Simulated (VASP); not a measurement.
# AlH7 (P1) in VASP: notebook, part 2 of 2

VASP 6.6.1. Earlier steps stand in the parts before.

### Step 3. Single point, PBE

Contents of INCAR:

```
ALGO     = Normal         # electronic algorithm
EDIFF    = 1E-6           # SCF threshold, eV
ENCUT    = 520            # plane-wave cutoff, eV
GGA      = PE             # functional
ISIF     = 2              # what is computed and relaxed
ISMEAR   = 0              # smearing method
LASPH    = True           # aspherical terms in the spheres
LCHARG   = True           # write CHGCAR
LELF     = True           # ELF
LREAL    = False          # projectors in reciprocal space
LVHAR    = True         
LWAVE    = False          # write WAVECAR
NBANDS   = 15             # bands
NELM     = 100            # most SCF steps
PREC     = Accurate       # precision mode
SIGMA    = 0.1            # smearing width, eV
```

Contents of KPOINTS:

```
k-points
0
Gamma
  6 2 2
```

Contents of POSCAR:

```
AlH7
1.0
    2.5967819194      0.0062833069     -0.0503621815
   -0.0587255863      5.9617833489      3.8167346160
   -0.0849465587     -5.8436569910      3.6458054678
Al H
1 7
Direct
    0.5539837138      0.4500683408      0.4466321934
    0.5048465839      0.0768013837      0.8283427168
    0.3800726238      0.8731591318      0.1980659529
    0.5081958438      0.8360256062      0.0921819059
    0.3795439189      0.1801305582      0.8610502953
    0.0499808473      0.2996472870      0.4889739853
    0.0451061981      0.4836704667      0.2873191893
    0.5782702705      0.6621460855      0.6590826211
```

Potentials or basis: VASP PAW PBE potentials, release 64 (Al, H).

Command:

```
$ cat potpaw_PBE.64/Al/POTCAR potpaw_PBE.64/H/POTCAR > POTCAR
$ mpirun -np 1 vasp_std > vasp.out
```

OUTCAR:

```text
EDIFF = 1E-6
   ENCUT = 520
   GGA = PE
   ISIF = 2
   ISMEAR = 0
   LASPH = True
   LREAL = False
   NELM = 100
   PREC = Accurate

 ion  position               nearest neighbor table
   1  0.554  0.450  0.447-   8 1.58   7 1.78   7 1.78   6 1.78   6 1.78
   2  0.505  0.077  0.828-   5 0.75
   3  0.380  0.873  0.198-   4 0.75
   4  0.508  0.836  0.092-   3 0.75
   5  0.380  0.180  0.861-   2 0.75
   6  0.050  0.300  0.489-   1 1.78   1 1.78
   7  0.045  0.484  0.287-   1 1.78   1 1.78
   8  0.578  0.662  0.659-   1 1.58

  LATTYP: Found a triclinic cell.
 ALAT       =     7.3014697720
 B/A-ratio  =     0.9695456386
 C/A-ratio  =     0.3557198645
 COS(alpha) =     0.0167110869
 COS(beta)  =     0.3324696452
 COS(gamma) =     0.4106534742

  Lattice vectors:

 A1 = (   2.5118353607,  -5.8373736841,   3.5954432863)
[... 199 lines left out ...]
     10       5.6986      0.00000
     11       6.0517      0.00000
     12       6.3763      0.00000
     13       7.2706      0.00000
     14       8.4991      0.00000
[... 257 lines left out ...]
      2      -6.7929      2.00000
      3      -6.6623      2.00000
      4      -4.5263      2.00000
      5      -3.6671      2.00000
      6      -0.4790      0.00000
      7       2.1447      0.00000
      8       2.6671      0.00000
      9       4.0083      0.00000
     10       4.5923      0.00000
     11       6.6242      0.00000
     12       6.8604      0.00000
     13       6.9892      0.00000
     14       7.8454      0.00000
     15       8.7003      0.00000

------------------------ aborting loop because EDIFF is reached ----------------------------------------

  FORCE on cell =-STRESS in cart. coord.  units (eV):
  Direction    XX          YY          ZZ          XY          YZ          ZX
  --------------------------------------------------------------------------------------
  -------------------------------------------------------------------------------------
  Total       -0.1044965     -0.0907735     -0.1087267     -0.0018269      0.0057127     -0.0057413
  in kB       -1.4645455     -1.2722130     -1.5238325     -0.0256039      0.0800650     -0.0804652
  external PRESSURE =      -1.4201970 kB  Pullay stress =       0.0000000 kB

 VOLUME and BASIS-vectors are now :
 -----------------------------------------------------------------------------
  energy-cutoff  :      520.00
  volume of cell :      114.32
      direct lattice vectors                 reciprocal lattice vectors
     2.596781919  0.006283307 -0.050362181     0.385238490 -0.000963257  0.007432031
    -0.058725586  5.961783349  3.816734616     0.002374033  0.082779543  0.132737999
    -0.084946559 -5.843656991  3.645805468     0.002836245 -0.086673867  0.135429217

 POSITION                                       TOTAL-FORCE (eV/Angst)
 -----------------------------------------------------------------------------------
      1.37420      0.07673      3.31823        -0.000546      0.002351     -0.002643
      1.23610     -4.37951      3.28768        -0.000292      0.001773      0.001621
      0.91886      4.05054      4.03559         0.004269      0.005619     -0.007297
      1.26275      4.44872      3.50137        -0.004347     -0.006015      0.007342
      0.90187     -3.95540      3.80762        -0.000170     -0.001186     -0.000984
      0.07066     -1.07065      2.92386         0.000181      0.006756     -0.002311
      0.06432      1.20483      2.89128         0.000530     -0.007903     -0.003035
      1.40677      0.09975      4.90100         0.000375     -0.001395      0.007307
 -----------------------------------------------------------------------------------
    total drift:                                0.000190      0.000081      0.000395

  FREE ENERGIE OF THE ION-ELECTRON SYSTEM (eV)
  ---------------------------------------------------
  free  energy   TOTEN  =       -26.7190793302 eV

  energy  without entropy=      -26.7190793302  energy(sigma->0) =      -26.71907933
```

stdout:

```text
POSCAR found type information on POSCAR AlH
 POSCAR found :  2 types and       8 ions
 scaLAPACK will be used
 LDA part: xc-table for (Slater+PW92), standard interpolation
 POSCAR, INCAR and KPOINTS ok, starting setup
 FFT: planning ... GRIDC
 FFT: planning ... GRID_SOFT
 FFT: planning ... GRID
 WAVECAR not read
 entering main loop
```

Run time: 22 s. Hardware: 1 thread of Intel Xeon 6975P-C (Granite Rapids), shared host; peak memory 0.23 GiB.

Results:

```
Free energy            : -26.7191 eV
Pressure               : -0.1 GPa
Largest force          : 0.010 eV/Å
Band gap on the k mesh : 3.17 eV (least direct gap 3.19 eV)
```

Forces on the atoms (eV/Å):
```
Al  -0.001  0.002 -0.003
H    0.000  0.002  0.002
H    0.004  0.006 -0.007
H   -0.004 -0.006  0.007
H    0.000 -0.001 -0.001
H    0.000  0.007 -0.002
H    0.001 -0.008 -0.003
H    0.000 -0.001  0.007
```

Levels at points of the mesh, in eV from the valence-band top:
```csv
k point,band 2,band 3,band 4,band 5,band 6,band 7,band 8,band 9
"(0.00, 0.00, 0.00)",-4.78,-4.51,-2.76,-1.90,4.59,5.17,6.00,7.30
"(0.50, 0.00, 0.00)",-3.19,-2.97,-0.86,0.00,3.19,5.84,6.38,7.36
"(0.00, 0.50, 0.00)",-4.87,-4.56,-2.74,-1.79,4.87,5.24,6.34,6.99
"(0.50, 0.50, 0.00)",-3.17,-2.99,-0.90,-0.01,3.24,5.78,6.14,7.97
"(0.00, 0.00, 0.50)",-4.85,-4.57,-2.75,-1.80,4.86,5.36,6.36,7.04
"(0.50, 0.00, 0.50)",-3.16,-3.00,-0.89,-0.01,3.23,5.75,6.16,7.98
"(0.00, 0.50, 0.50)",-4.76,-4.67,-2.67,-1.93,5.25,5.92,6.28,6.47
"(0.50, 0.50, 0.50)",-3.15,-3.02,-0.88,-0.02,3.17,5.79,6.31,7.65
```

Caveat: the k points lie up to 0.51 Å⁻¹ apart.
